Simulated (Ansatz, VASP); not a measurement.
## BN in VASP and in Ansatz

```
B N
1.0
     2.50556    0.00000    0.00000
    -1.25278    2.16987    0.00000
     0.00000    0.00000    6.65288
B N
2 2
Direct
  0.33333 0.66667 0.25000
  0.66667 0.33333 0.75000
  0.33333 0.66667 0.75000
  0.66667 0.33333 0.25000
```

Alike in both runs: task single point; functional r2SCAN0; k mesh 6 × 6 × 2; occupations gaussian, width 0.05 eV; no spin polarisation.

|  | VASP | Ansatz |
| --- | --- | --- |
| version | VASP 6.6.1 | Ansatz 0.2.0 |
| potentials or method | VASP PAW PBE potentials, release 64 (B, N), cutoff 520 eV | scalar-relativistic, plane waves, PAW |
| valence electrons in the cell | 16 | 16 |

Ansatz gave:

- gap on the k mesh at the Fermi level (eV): 6.70
- least direct gap on the mesh (eV): 7.18
- pressure (GPa): -4.4
- traceless stress, the component that is largest in VASP (GPa): 5.32

**Question.** Which values does VASP return?

**Answer.** gap on the k mesh at the Fermi level (eV): 6.75; least direct gap on the mesh (eV): 7.23; pressure (GPa): -4.1; traceless stress, the component that is largest in VASP (GPa): 4.57.

VASP's potentials were made for PBE, not for r2SCAN0. Ansatz's warnings: stress exchange threshold loose, stress scf threshold loose.

The k mesh is coarse, so the values compare programs but aren't converged.
